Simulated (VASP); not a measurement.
# Co in VASP: a series of runs

Runs on Co. Level: PBE. Tasks: single point.

Program: VASP 6.6.1. These are calculated values, not measurements. Logs are shortened: lines on timing, memory, paths and dates and some standing lists are left out, and cuts for length are marked.

### Step 1. The cell of the first run

The cell holds a wire or tube with vacuum around it, 4 atoms: a = 11.300 Å, b = 9.300 Å, c = 4.380 Å, α = 90.00°, β = 90.00°, γ = 90.00°.

### Step 2. Single point, PBE, collinear spin, ferromagnetic start

Contents of INCAR:

```
PREC     = Accurate       # precision mode
ENCUT    = 520            # plane-wave cutoff, eV
EDIFF    = 1E-6           # SCF threshold, eV
ISMEAR   = 0              # smearing method
SIGMA    = 0.05           # smearing width, eV
LREAL    = F              # projectors in reciprocal space
LASPH    = T              # aspherical terms in the spheres
NELM     = 150            # most SCF steps
ALGO     = Normal         # electronic algorithm
ISIF     = 2              # what is computed and relaxed
LWAVE    = F              # write WAVECAR
LCHARG   = F              # write CHGCAR
ISPIN    = 2              # spin polarisation
MAGMOM   = 1.99 1.99 1.99 1.99 # initial moments
LORBIT   = 11             # projections on sites
LMAXMIX  = 4              # l up to which the mixer works
GGA      = PE             # functional
NBANDS   = 30             # bands
```

Contents of KPOINTS:

```
Automatic mesh
0
Gamma
  1 1 15
```

Contents of POSCAR:

```
Co
1.0
   11.3000000000      0.0000000000      0.0000000000
    0.0000000000      9.3000000000      0.0000000000
    0.0000000000      0.0000000000      4.3797386264
Co
4
Direct
    0.3982582841      0.5000000000      0.0000000000
    0.3982582841      0.5000000000      0.5000000000
    0.6017417159      0.5000000000      0.0000000000
    0.6017417159      0.5000000000      0.5000000000
```

Potentials or basis: VASP PAW PBE potentials, release 64 (Co).

On the command line:

```console
> cat potpaw_PBE.64/Co/POTCAR > POTCAR
> mpirun -np 1 vasp_std > vasp.out
```

OUTCAR:

```text
PREC = Accurate
   ENCUT = 520
   EDIFF = 1E-6
   ISMEAR = 0
   LREAL = F
   LASPH = T
   NELM = 150
   ISIF = 2
   ISPIN = 2
   LORBIT = 11
   GGA = PE

 ion  position               nearest neighbor table
   1  0.398  0.500  0.000-   2 2.19   2 2.19   3 2.30
   2  0.398  0.500  0.500-   1 2.19   1 2.19   4 2.30
   3  0.602  0.500  0.000-   4 2.19   4 2.19   1 2.30
   4  0.602  0.500  0.500-   3 2.19   3 2.19   2 2.30

  LATTYP: Found a simple orthorhombic cell.
 ALAT       =     4.3797386264
 B/A-ratio  =     2.1234143846
 C/A-ratio  =     2.5800626393

  Lattice vectors:

 A1 = (   0.0000000000,   0.0000000000,  -4.3797386264)
 A2 = (   0.0000000000,   9.3000000000,   0.0000000000)
 A3 = (  11.3000000000,   0.0000000000,   0.0000000000)

Analysis of symmetry for initial positions (statically):
=====================================================================
 Subroutine PRICEL returns following result:

  LATTYP: Found a simple orthorhombic cell.
 ALAT       =     2.1898693132
 B/A-ratio  =     4.2468287692
 C/A-ratio  =     5.1601252787
[... 12 lines left out ...]
 Subroutine GETGRP returns: Found  8 space group operations
 (whereof  8 operations were pure point group operations)
 out of a pool of  8 trial point group operations.

The static configuration has the point symmetry D_2h.

Analysis of symmetry for dynamics (positions and initial velocities):
=====================================================================
 Subroutine PRICEL returns following result:

  LATTYP: Found a simple orthorhombic cell.
 ALAT       =     2.1898693132
 B/A-ratio  =     4.2468287692
 C/A-ratio  =     5.1601252787
[... 12 lines left out ...]
 Subroutine GETGRP returns: Found  8 space group operations
 (whereof  8 operations were pure point group operations)
 out of a pool of  8 trial point group operations.

The dynamic configuration has the point symmetry D_2h.

Analysis of structural, dynamic, and magnetic symmetry:
=====================================================================
 Subroutine PRICEL returns following result:

  LATTYP: Found a simple orthorhombic cell.
 ALAT       =     2.1898693132
 B/A-ratio  =     4.2468287692
 C/A-ratio  =     5.1601252787
[... 12 lines left out ...]
 Subroutine GETGRP returns: Found  8 space group operations
 (whereof  8 operations were pure point group operations)
 out of a pool of  8 trial point group operations.

The overall configuration has the point symmetry D_2h.

 Subroutine INISYM returns: Found  8 space group operations
 (whereof  8 operations are pure point group operations),
 and found     2 'primitive' translations

----------------------------------------------------------------------------------------

                                     Primitive cell

  volume of cell :     230.1334

  direct lattice vectors                    reciprocal lattice vectors
     0.000000000  0.000000000 -2.189869313     0.000000000  0.000000000 -0.456648255
     0.000000000  9.300000000  0.000000000     0.000000000  0.107526882  0.000000000
    11.300000000  0.000000000  0.000000000     0.088495575  0.000000000  0.000000000

  length of vectors
     2.189869313  9.300000000 11.300000000     0.456648255  0.107526882  0.088495575

  position of ions in fractional coordinates (direct lattice)
     0.000000000  0.500000000  0.398258284
     0.000000000  0.500000000  0.601741716

  ion indices of the primitive-cell ions
   primitive index   ion index
                 1           1
                 2           3

----------------------------------------------------------------------------------------

 KPOINTS: Automatic mesh

Automatic generation of k-mesh.
 Grid dimensions read from file:
 generate k-points for:    1    1   15

 Generating k-lattice:

  Cartesian coordinates                     Fractional coordinates (reciprocal lattice)
     0.088495575  0.000000000  0.000000000     1.000000000  0.000000000  0.000000000
     0.000000000  0.107526882  0.000000000     0.000000000  1.000000000  0.000000000
     0.000000000  0.000000000  0.015221608     0.000000000  0.000000000  0.066666667

  Length of vectors
     0.088495575  0.107526882  0.015221608

  Shift w.r.t. Gamma in fractional coordinates (k-lattice)
     0.000000000  0.000000000  0.000000000

 Subroutine IBZKPT returns following result:
 ===========================================

 Found      8 irreducible k-points:

 Following reciprocal coordinates:
            Coordinates               Weight
  0.000000  0.000000  0.000000      1.000000
  0.000000  0.000000  0.066667      2.000000
  0.000000  0.000000  0.133333      2.000000
  0.000000  0.000000  0.200000      2.000000
  0.000000  0.000000  0.266667      2.000000
  0.000000  0.000000  0.333333      2.000000
  0.000000  0.000000  0.400000      2.000000
  0.000000  0.000000  0.466667      2.000000
   k-points           NKPTS =      8   k-points in BZ     NKDIM =      8   number of bands    NBANDS=     30
   number of dos      NEDOS =    301   number of ions     NIONS =      4
   total plane-waves  NPLWV = 211680
   dimension x,y,z NGX =    84 NGY =   70 NGZ =   36
   dimension x,y,z NGXF=   168 NGYF=  140 NGZF=   72
   ions per type =               4
   NGX,Y,Z   is equivalent  to a cutoff of  12.36, 12.51, 13.66 a.u.
   NGXF,Y,Z  is equivalent  to a cutoff of  24.72, 25.03, 27.33 a.u.
 SYSTEM =  unknown system
   PREC   = accura    normal or accurate (medium, high low for compatibility)
   ISTART =      0    job   : 0-new  1-cont  2-samecut
   ICHARG =      2    charge: 1-file 2-atom 10-const
   ISPIN  =      2    spin polarized calculation?
   LNONCOLLINEAR =      F non collinear calculations
   LSORBIT =      F    spin-orbit coupling
   LASPH  =      T    aspherical Exc in radial PAW
   ENCUT  =  520.0 eV  38.22 Ry    6.18 a.u.  21.01 17.29  8.14*2*pi/ulx,y,z
   NELM   =    150;   NELMIN=  2; NELMDL= -5     # of ELM steps
   EDIFF  = 0.1E-05   stopping-criterion for ELM
   LREAL  =      F    real-space projection
   EDIFFG = 0.1E-04   stopping-criterion for IOM
   NSW    =      0    number of steps for IOM
   IBRION =     -1    ionic relax: 0-MD 1-quasi-New 2-CG
   NFREE  =      0    steps in history (QN), initial steepest desc. (CG)
   ISIF   =      2    stress and relaxation
   ISYM   =      2    0-nonsym 1-usesym 2-fastsym
   POTIM  = 0.5000    time-step for ionic-motion
   TEBEG  =    0.0;   TEEND  =   0.0 temperature during run
   PSTRESS=    0.0 pullay stress
   NELECT =      36.0000    total number of electrons
   NUPDOWN=      -1.0000    fix difference up-down
   EMIN   =  10.00;   EMAX   =-10.00  energy-range for DOS
   EFERMI =   0.00;   METHOD = LEGACY
   ISMEAR =     0;   SIGMA  =   0.05  broadening in eV -4-tet -1-fermi 0-gaus
   EFERMI_NEDOS =   21; number of points for ismear=-14 and -15
   IALGO  =     38    algorithm
   IMIX   =      4    mixing-type and parameters
     AMIX     =   0.40;   BMIX     =  1.00
     AMIX_MAG =   1.60;   BMIX_MAG =  1.00
  volume/ion in A,a.u.               =     115.07       776.51
  Fermi-wavevector in a.u.,A,eV,Ry     =   0.700120  1.323035  6.669140  0.490168
  Thomas-Fermi vector in A             =   1.784186
   LORBIT       =     11    0 simple, 1 ext, 2 COOP (PROOUT), +10 PAW based schemes
   GGA     = PE    functional components
   LHFCALC =     F    Hartree Fock is set to
   AEXX    =    0.0000 exact exchange contribution
   IVDW    =     0    specifies the selected vdW correction
   LEPSILON=     F    determine dielectric tensor
   LRPA    =     F    only Hartree local field effects (RPA)
 spin polarized calculation
 Gauss-broadening in eV      SIGMA  =   0.05
  energy-cutoff  :      520.00
  volume of cell :      460.27
 maximum number of plane-waves:     12408
   NGX = 43   NGY = 35   NGZ = 17

 number of electron      36.0000002 magnetization       7.9994512

 Free energy of the ion-electron system (eV)
  ---------------------------------------------------
  ext. energy  EPLUGINS =         0.00000000
  ---------------------------------------------------
  free energy    TOTEN  =       -18.51808776 eV

  energy without entropy =      -18.50242192  energy(sigma->0) =      -18.51025484

 E-fermi :  -3.0499     XC(G=0):  -2.8378

 val. band max:       -3.0506866997   @ k =   0.0000   0.0000   0.0667
 cond. band min:      -3.0389897079   @ k =   0.0000   0.0000   0.1333
 fundamental gap:      0.0116969918
 Fermi energy:        -3.0499137333

 spin component 1

 k-point     1 :       0.0000    0.0000    0.0000
  band No.  band energies     occupation
      1      -8.2634      1.00000
      2      -7.3985      1.00000
      3      -7.1805      1.00000
      4      -6.7297      1.00000
      5      -6.5006      1.00000
      6      -6.1696      1.00000
[... 253 lines left out ...]
     29       2.4406      0.00000
     30       2.8609      0.00000
 Fermi energy:        -3.0499137333

 spin component 2

 k-point     1 :       0.0000    0.0000    0.0000
  band No.  band energies     occupation
      1      -7.7604      1.00000
      2      -6.1559      1.00000
      3      -5.7409      1.00000
      4      -5.2525      1.00000
      5      -4.9407      1.00000
      6      -4.5134      1.00000
[... 253 lines left out ...]
     29       2.7528      0.00000
     30       2.8698      0.00000

------------------------ aborting loop because EDIFF is reached ----------------------------------------

  FORCE on cell =-STRESS in cart. coord.  units (eV):
  Direction    XX          YY          ZZ          XY          YZ          ZX
  --------------------------------------------------------------------------------------
  -------------------------------------------------------------------------------------
  Total       -4.7211070     -0.0401811      2.5201010      0.0000000      0.0000000      0.0000000
  in kB      -16.4340590     -0.1398693      8.7724104      0.0000000      0.0000000      0.0000000
  external PRESSURE =      -2.6005060 kB  Pullay stress =       0.0000000 kB

 VOLUME and BASIS-vectors are now :
 -----------------------------------------------------------------------------
  energy-cutoff  :      520.00
  volume of cell :      460.27
      direct lattice vectors                 reciprocal lattice vectors
    11.300000000  0.000000000  0.000000000     0.088495575  0.000000000  0.000000000
     0.000000000  9.300000000  0.000000000     0.000000000  0.107526882  0.000000000
     0.000000000  0.000000000  4.379738626     0.000000000  0.000000000  0.228324127

 POSITION                                       TOTAL-FORCE (eV/Angst)
 -----------------------------------------------------------------------------------
      4.50032      4.65000      0.00000         1.035297      0.000000     -0.000000
      4.50032      4.65000      2.18987         1.035297      0.000000      0.000000
      6.79968      4.65000      0.00000        -1.035297     -0.000000      0.000000
      6.79968      4.65000      2.18987        -1.035297     -0.000000      0.000000
 -----------------------------------------------------------------------------------
    total drift:                                0.000000     -0.000000      0.000000

  FREE ENERGIE OF THE ION-ELECTRON SYSTEM (eV)
  ---------------------------------------------------
  free  energy   TOTEN  =       -18.5180877597 eV

  energy  without entropy=      -18.5024219186  energy(sigma->0) =      -18.51025484

 total charge

# of ion       s       p       d       tot
------------------------------------------
    1        0.520   0.228   7.280   8.028
    2        0.520   0.228   7.280   8.028
    3        0.520   0.228   7.280   8.028
    4        0.520   0.228   7.280   8.028
--------------------------------------------------
tot          2.078   0.912  29.120  32.110

 magnetization (x)

# of ion       s       p       d       tot
------------------------------------------
    1        0.015   0.000   1.947   1.962
    2        0.015   0.000   1.947   1.962
    3        0.015   0.000   1.947   1.962
    4        0.015   0.000   1.947   1.962
--------------------------------------------------
tot          0.059   0.001   7.789   7.848
```

It took 3.7 min on 1 thread of Intel Xeon 6975P-C (Granite Rapids), shared host; peak memory 0.66 GiB.

Results:

```
Free energy                                           : -18.5181 eV
Largest force                                         : 1.035 eV/Å
Band gap on the k mesh                                : zero (filled and empty bands overlap)
Net moment                                            : 8.00 μB per cell
Site moments                                          : Co +1.96 μB
Valence electrons inside the program's atomic spheres : Co 8.03
```

Forces on the atoms (eV/Å):
```
Co   1.035  0.000  0.000
Co   1.035  0.000  0.000
Co  -1.035  0.000  0.000
Co  -1.035  0.000  0.000
```

### Step 3. Single point, PBE, collinear spin, ferromagnetic start

This run uses another cell than the first one.

Contents of INCAR:

```
SYSTEM = Co
PREC     = Accurate       ! precision mode
ENCUT    = 520            ! plane-wave cutoff, eV
EDIFF    = 1E-6           ! SCF threshold, eV
ISMEAR   = 0              ! smearing method
SIGMA    = 0.05           ! smearing width, eV
LREAL    = .FALSE.        ! projectors in reciprocal space
LASPH    = .TRUE.         ! aspherical terms in the spheres
NELM     = 150            ! most SCF steps
ALGO     = Normal         ! electronic algorithm
ISIF     = 2              ! what is computed and relaxed
LWAVE    = .FALSE.        ! write WAVECAR
LCHARG   = .TRUE.         ! write CHGCAR
ISPIN    = 2              ! spin polarisation
MAGMOM   = 1.99 1.99 1.99 1.99 ! initial moments
LORBIT   = 11             ! projections on sites
LMAXMIX  = 4              ! l up to which the mixer works
GGA      = PE             ! functional
LELF     = .TRUE.         ! ELF
LVHAR    = .TRUE.       
NBANDS   = 30             ! bands
```

Contents of KPOINTS:

```
regular mesh
0
G
  1 1 15
  0 0 0
```

Contents of POSCAR:

```
Co
1.0
   11.3000000000      0.0000000000      0.0000000000
    0.0000000000      9.3000000000      0.0000000000
    0.0000000000      0.0000000000      4.5298375523
Co
4
Direct
    0.4063354808      0.5000000000      0.0000000000
    0.4063354808      0.5000000000      0.5000000000
    0.5936645192      0.5000000000      0.0000000000
    0.5936645192      0.5000000000      0.5000000000
```

Potentials or basis: VASP PAW PBE potentials, release 64 (Co).

On the command line:

```console
> cat potpaw_PBE.64/Co/POTCAR > POTCAR
> mpirun -np 1 vasp_std > vasp.out
```

It took 3.2 min on 1 thread of Intel Xeon 6975P-C (Granite Rapids), shared host; peak memory 0.67 GiB.

The run converged. Its results:

- Free energy: -18.7672 eV
- Largest force: 0.041 eV/Å
- Net moment: 8.08 μB per cell
- Site moments: Co +1.97 μB
- Valence electrons inside the program's atomic spheres: Co 8.05

Forces on the atoms (eV/Å):
```
Co   0.041  0.000  0.000
Co   0.041  0.000  0.000
Co  -0.041  0.000  0.000
Co  -0.041  0.000  0.000
```

Levels at points of the mesh, in eV from the Fermi level:
Spin up:
```tsv
k point	band 19	band 20	band 21	band 22	band 23	band 24	band 25	band 26
(0.00, 0.00, 0.00)	-0.96	-0.80	-0.74	-0.36	1.05	1.64	2.42	3.66
```
Spin down:
| k point | band 9 | band 10 | band 11 | band 12 | band 13 | band 14 | band 15 | band 16 | band 17 | band 18 |
| --- | --- | --- | --- | --- | --- | --- | --- | --- | --- | --- |
| (0.00, 0.00, 0.00) | -1.10 | -0.77 | -0.77 | -0.25 | 0.14 | 0.29 | 0.33 | 0.36 | 0.56 | 0.72 |
